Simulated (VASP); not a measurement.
# Nb2SiO2 (P6_3/mmc) in VASP: single point with PBE

Aim: the single point of Nb2SiO2 with PBE.

All numbers are computed with VASP 6.6.1; they aren't measurements. Logs are shortened: lines on timing, memory, paths and dates and some standing lists are left out, and cuts for length are marked.

### 1 The cell of the first run

It takes space group P6_3/mmc (No. 194, hexagonal). The conventional cell has a = 3.279 Å, b = 3.279 Å, c = 14.128 Å, α = 90.00°, β = 90.00°, γ = 120.00°. Within 2.8 Å of Nb (site symmetry 3m) lie 4 O at 2.12 to 2.40 Å and 3 Si at 2.65 Å. Within 3.5 Å of Si (site symmetry -6m2) lie 6 Nb at 2.65 Å and 2 O at 2.81 Å and 6 Si at 3.28 Å. Within 2.9 Å of O (site symmetry 3m) lie 4 Nb at 2.12 to 2.40 Å and 3 O at 2.38 Å and 1 Si at 2.81 Å.

### 2 Single point, PBE

INCAR

```
SYSTEM = Nb2SiO2
PREC = Accurate
ENCUT = 600
EDIFF = 1E-6
ISMEAR = 0
SIGMA = 0.15
LREAL = .False.
LASPH = .True.
NELM = 120
ALGO = Normal
ISIF = 2
LWAVE = .False.
LCHARG = .True.
GGA = PE
LELF = .True.
LVHAR = .True.
NBANDS = 53
GGA_COMPAT = .False.
```

KPOINTS

```
regular mesh
0
Gamma
  4 4 1
  0 0 0
```

POSCAR

```
Nb2SiO2
1.0
    3.2793978739      0.0000000000      0.0000000000
   -1.6396989370      2.8400418679      0.0000000000
    0.0000000000      0.0000000000     14.1277037182
Nb Si O
4 2 4
Direct
    0.6666666667      0.3333333333      0.3811802040
    0.3333333333      0.6666666667      0.6188197960
    0.6666666667      0.3333333333      0.1188197960
    0.3333333333      0.6666666667      0.8811802040
    0.3333333333      0.6666666667      0.2500000000
    0.6666666667      0.3333333333      0.7500000000
    0.3333333333      0.6666666667      0.4491370957
    0.6666666667      0.3333333333      0.5508629043
    0.3333333333      0.6666666667      0.0508629043
    0.6666666667      0.3333333333      0.9491370957
```

Potentials or basis: VASP PAW PBE potentials, release 64 (Nb_sv, Si, O).

Run with:

```bash
$ cat potpaw_PBE.64/Nb_sv/POTCAR potpaw_PBE.64/Si/POTCAR potpaw_PBE.64/O/POTCAR > POTCAR
$ mpirun -np 1 vasp_std > vasp.out
```

OUTCAR:

```text
SYSTEM = Nb2SiO2
   PREC = Accurate
   ENCUT = 600
   EDIFF = 1E-6
   ISMEAR = 0
   LREAL = .False.
   LASPH = .True.
   NELM = 120
   ISIF = 2
   GGA = PE

 ion  position               nearest neighbor table
   1  0.667  0.333  0.381-   7 2.12   7 2.12   7 2.12   8 2.40   5 2.65   5 2.65   5 2.65
   2  0.333  0.667  0.619-   8 2.12   8 2.12   8 2.12   7 2.40   6 2.65   6 2.65   6 2.65
   3  0.667  0.333  0.119-   9 2.12   9 2.12   9 2.12  10 2.40   5 2.65   5 2.65   5 2.65
   4  0.333  0.667  0.881-  10 2.12  10 2.12  10 2.12   9 2.40   6 2.65   6 2.65   6 2.65
   5  0.333  0.667  0.250-   1 2.65   3 2.65   1 2.65   3 2.65   1 2.65   3 2.65
   6  0.667  0.333  0.750-   2 2.65   4 2.65   2 2.65   4 2.65   2 2.65   4 2.65
   7  0.333  0.667  0.449-   1 2.12   1 2.12   1 2.12   2 2.40
   8  0.667  0.333  0.551-   2 2.12   2 2.12   2 2.12   1 2.40
   9  0.333  0.667  0.051-   3 2.12   3 2.12   3 2.12   4 2.40
  10  0.667  0.333  0.949-   4 2.12   4 2.12   4 2.12   3 2.40

  LATTYP: Found a hexagonal cell.
 ALAT       =     3.2793978739
 C/A-ratio  =     4.3080175878

  Lattice vectors:

 A1 = (   3.2793978739,   0.0000000000,   0.0000000000)
 A2 = (  -1.6396989370,   2.8400418679,   0.0000000000)
 A3 = (   0.0000000000,   0.0000000000,  14.1277037182)

Analysis of symmetry for initial positions (statically):
=====================================================================
 Subroutine PRICEL returns:
 Original cell was already a primitive cell.

 Routine SETGRP: Setting up the symmetry group for a
 hexagonal supercell.

 Subroutine GETGRP returns: Found 24 space group operations
 (whereof 12 operations were pure point group operations)
 out of a pool of 24 trial point group operations.

The static configuration has the point symmetry D_3d.
 The point group associated with its full space group is D_6h.

Analysis of symmetry for dynamics (positions and initial velocities):
=====================================================================
 Subroutine PRICEL returns:
 Original cell was already a primitive cell.

 Routine SETGRP: Setting up the symmetry group for a
 hexagonal supercell.

 Subroutine GETGRP returns: Found 24 space group operations
 (whereof 12 operations were pure point group operations)
 out of a pool of 24 trial point group operations.

The dynamic configuration has the point symmetry D_3d.
 The point group associated with its full space group is D_6h.

 Subroutine INISYM returns: Found 24 space group operations
 (whereof 12 operations are pure point group operations),
 and found     1 'primitive' translations

----------------------------------------------------------------------------------------

                                     Primitive cell

  volume of cell :     131.5802

  direct lattice vectors                    reciprocal lattice vectors
     3.279397874  0.000000000  0.000000000     0.304934027  0.176053743  0.000000000
    -1.639698937  2.840041868  0.000000000     0.000000000  0.352107485  0.000000000
     0.000000000  0.000000000 14.127703718     0.000000000  0.000000000  0.070782911

  length of vectors
     3.279397874  3.279397874 14.127703718     0.352107485  0.352107485  0.070782911

  position of ions in fractional coordinates (direct lattice)
     0.666666667  0.333333333  0.381180204
     0.333333333  0.666666667  0.618819796
     0.666666667  0.333333333  0.118819796
     0.333333333  0.666666667  0.881180204
     0.333333333  0.666666667  0.250000000
     0.666666667  0.333333333  0.750000000
     0.333333333  0.666666667  0.449137096
     0.666666667  0.333333333  0.550862904
     0.333333333  0.666666667  0.050862904
     0.666666667  0.333333333  0.949137096

  ion indices of the primitive-cell ions
   primitive index   ion index
                 1           1
                 2           2
                 3           3
                 4           4
                 5           5
                 6           6
                 7           7
                 8           8
                 9           9
                10          10

----------------------------------------------------------------------------------------

 KPOINTS: regular mesh

Automatic generation of k-mesh.
 Grid dimensions read from file:
 generate k-points for:    4    4    1

 Generating k-lattice:

  Cartesian coordinates                     Fractional coordinates (reciprocal lattice)
     0.076233507  0.044013436  0.000000000     0.250000000  0.000000000  0.000000000
     0.000000000  0.088026871  0.000000000     0.000000000  0.250000000  0.000000000
     0.000000000  0.000000000  0.070782911     0.000000000  0.000000000  1.000000000

  Length of vectors
     0.088026871  0.088026871  0.070782911

  Shift w.r.t. Gamma in fractional coordinates (k-lattice)
     0.000000000  0.000000000  0.000000000

 Subroutine IBZKPT returns following result:
 ===========================================

 Found      4 irreducible k-points:

 Following reciprocal coordinates:
            Coordinates               Weight
  0.000000  0.000000  0.000000      1.000000
  0.250000  0.000000  0.000000      6.000000
  0.500000  0.000000  0.000000      3.000000
  0.250000  0.250000  0.000000      6.000000
   k-points           NKPTS =      4   k-points in BZ     NKDIM =      4   number of bands    NBANDS=     53
   number of dos      NEDOS =    301   number of ions     NIONS =     10
   total plane-waves  NPLWV =  94080
   dimension x,y,z NGX =    28 NGY =   28 NGZ =  120
   dimension x,y,z NGXF=    56 NGYF=   56 NGZF=  240
   ions per type =               4   2   4
   NGX,Y,Z   is equivalent  to a cutoff of  14.19, 14.19, 14.12 a.u.
   NGXF,Y,Z  is equivalent  to a cutoff of  28.39, 28.39, 28.24 a.u.
 SYSTEM =  Nb2SiO2
   PREC   = accura    normal or accurate (medium, high low for compatibility)
   ISTART =      0    job   : 0-new  1-cont  2-samecut
   ICHARG =      2    charge: 1-file 2-atom 10-const
   ISPIN  =      1    spin polarized calculation?
   LNONCOLLINEAR =      F non collinear calculations
   LSORBIT =      F    spin-orbit coupling
   LASPH  =      T    aspherical Exc in radial PAW
   ENCUT  =  600.0 eV  44.10 Ry    6.64 a.u.   6.55  6.55 28.22*2*pi/ulx,y,z
   NELM   =    120;   NELMIN=  2; NELMDL= -5     # of ELM steps
   EDIFF  = 0.1E-05   stopping-criterion for ELM
   LREAL  =      F    real-space projection
   EDIFFG = 0.1E-04   stopping-criterion for IOM
   NSW    =      0    number of steps for IOM
   IBRION =     -1    ionic relax: 0-MD 1-quasi-New 2-CG
   NFREE  =      0    steps in history (QN), initial steepest desc. (CG)
   ISIF   =      2    stress and relaxation
   ISYM   =      2    0-nonsym 1-usesym 2-fastsym
   POTIM  = 0.5000    time-step for ionic-motion
   TEBEG  =    0.0;   TEEND  =   0.0 temperature during run
   PSTRESS=    0.0 pullay stress
   NELECT =      84.0000    total number of electrons
   NUPDOWN=      -1.0000    fix difference up-down
   EMIN   =  10.00;   EMAX   =-10.00  energy-range for DOS
   EFERMI =   0.00;   METHOD = LEGACY
   ISMEAR =     0;   SIGMA  =   0.15  broadening in eV -4-tet -1-fermi 0-gaus
   EFERMI_NEDOS =   21; number of points for ismear=-14 and -15
   IALGO  =     38    algorithm
   IMIX   =      4    mixing-type and parameters
     AMIX     =   0.40;   BMIX     =  1.00
     AMIX_MAG =   1.60;   BMIX_MAG =  1.00
  volume/ion in A,a.u.               =      13.16        88.79
  Fermi-wavevector in a.u.,A,eV,Ry     =   1.409628  2.663810 27.035463  1.987050
  Thomas-Fermi vector in A             =   2.531664
   LORBIT       =      0    0 simple, 1 ext, 2 COOP (PROOUT), +10 PAW based schemes
   GGA     = PE    functional components
   LHFCALC =     F    Hartree Fock is set to
   AEXX    =    0.0000 exact exchange contribution
   IVDW    =     0    specifies the selected vdW correction
   LEPSILON=     F    determine dielectric tensor
   LRPA    =     F    only Hartree local field effects (RPA)
 non-spin polarized calculation
 Gauss-broadening in eV      SIGMA  =   0.15
  energy-cutoff  :      600.00
  volume of cell :      131.58
 maximum number of plane-waves:      4449
 NGX is ok and might be reduce to    28
   NGX = 13   NGY = 13   NGZ = 57

 number of electron      83.9999995 magnetization

 Free energy of the ion-electron system (eV)
  ---------------------------------------------------
  ext. energy  EPLUGINS =         0.00000000
  ---------------------------------------------------
  free energy    TOTEN  =       -84.86283855 eV

  energy without entropy =      -84.83145179  energy(sigma->0) =      -84.84714517

 E-fermi :   9.7810     XC(G=0): -11.9060

 val. band max:        9.5961293784   @ k =   0.0000   0.0000   0.0000
 cond. band min:       9.8867328158   @ k =   0.0000   0.0000   0.0000
 fundamental gap:      0.2906034373
 Fermi energy:         9.7810311155

 k-point     1 :       0.0000    0.0000    0.0000
  band No.  band energies     occupation
      1     -45.9274      2.00000
      2     -45.9251      2.00000
      3     -45.9223      2.00000
      4     -45.9200      2.00000
      5     -22.1066      2.00000
      6     -22.0581      2.00000
[... 45 lines left out ...]
     52      12.5529      0.00000
     53      12.7827      0.00000

 k-point     2 :       0.2500    0.0000    0.0000
  band No.  band energies     occupation
      1     -45.9036      2.00000
      2     -45.9015      2.00000
      3     -45.8999      2.00000
      4     -45.8977      2.00000
      5     -22.1162      2.00000
      6     -22.1024      2.00000
[... 45 lines left out ...]
     52      12.9984      0.00000
     53      13.2125      0.00000

 k-point     3 :       0.5000    0.0000    0.0000
  band No.  band energies     occupation
      1     -45.8794      2.00000
      2     -45.8777      2.00000
      3     -45.8773      2.00000
      4     -45.8757      2.00000
      5     -22.3262      2.00000
      6     -22.3253      2.00000
[... 45 lines left out ...]
     52      12.7311      0.00000
     53      13.0113      0.00000

 k-point     4 :       0.2500    0.2500    0.0000
  band No.  band energies     occupation
      1     -45.8794      2.00000
      2     -45.8777      2.00000
      3     -45.8773      2.00000
      4     -45.8757      2.00000
      5     -22.2459      2.00000
      6     -22.2391      2.00000
[... 45 lines left out ...]
     52      13.2210      0.00000
     53      13.4985      0.00000

------------------------ aborting loop because EDIFF is reached ----------------------------------------

  FORCE on cell =-STRESS in cart. coord.  units (eV):
  Direction    XX          YY          ZZ          XY          YZ          ZX
  --------------------------------------------------------------------------------------
  -------------------------------------------------------------------------------------
  Total       -0.3806726     -0.3806726      0.0156674      0.0000000      0.0000000     -0.0000000
  in kB       -4.6352356     -4.6352356      0.1907731      0.0000000      0.0000000     -0.0000000
  external PRESSURE =      -3.0265660 kB  Pullay stress =       0.0000000 kB

 VOLUME and BASIS-vectors are now :
 -----------------------------------------------------------------------------
  energy-cutoff  :      600.00
  volume of cell :      131.58
      direct lattice vectors                 reciprocal lattice vectors
     3.279397874  0.000000000  0.000000000     0.304934027  0.176053743  0.000000000
    -1.639698937  2.840041868  0.000000000     0.000000000  0.352107485  0.000000000
     0.000000000  0.000000000 14.127703718     0.000000000  0.000000000  0.070782911

 POSITION                                       TOTAL-FORCE (eV/Angst)
 -----------------------------------------------------------------------------------
      1.63970      0.94668      5.38520        -0.000000     -0.000000      0.004917
     -0.00000      1.89336      8.74250        -0.000000      0.000000     -0.004917
      1.63970      0.94668      1.67865         0.000000     -0.000000     -0.004917
     -0.00000      1.89336     12.44905        -0.000000      0.000000      0.004917
     -0.00000      1.89336      3.53193         0.000000      0.000000     -0.000000
      1.63970      0.94668     10.59578         0.000000      0.000000     -0.000000
     -0.00000      1.89336      6.34528         0.000000      0.000000     -0.048500
      1.63970      0.94668      7.78243        -0.000000     -0.000000      0.048500
     -0.00000      1.89336      0.71858         0.000000      0.000000      0.048500
      1.63970      0.94668     13.40913        -0.000000      0.000000     -0.048500
 -----------------------------------------------------------------------------------
    total drift:                                0.000000     -0.000000      0.000000

  FREE ENERGIE OF THE ION-ELECTRON SYSTEM (eV)
  ---------------------------------------------------
  free  energy   TOTEN  =       -84.8628385549 eV

  energy  without entropy=      -84.8314517887  energy(sigma->0) =      -84.84714517
```

It took 33 s on 1 thread of Intel Xeon 6975P-C (Granite Rapids), shared host; peak memory 0.29 GiB.

What came out:

| Item | Value |
| --- | --- |
| Free energy | -84.8628 eV |
| Pressure | -0.3 GPa |
| Largest force | 0.049 eV/Å |
| Band gap on the k mesh | zero (filled and empty bands touch) |

Forces in eV/Å, atoms in the order of the input:
```
Nb   0.000  0.000  0.005
Nb   0.000  0.000 -0.005
Nb   0.000  0.000 -0.005
Nb   0.000  0.000  0.005
Si   0.000  0.000  0.000
Si   0.000  0.000  0.000
O    0.000  0.000 -0.049
O    0.000  0.000  0.049
O    0.000  0.000  0.049
O    0.000  0.000 -0.049
```

Caveat: the k points lie up to 0.55 Å⁻¹ apart.
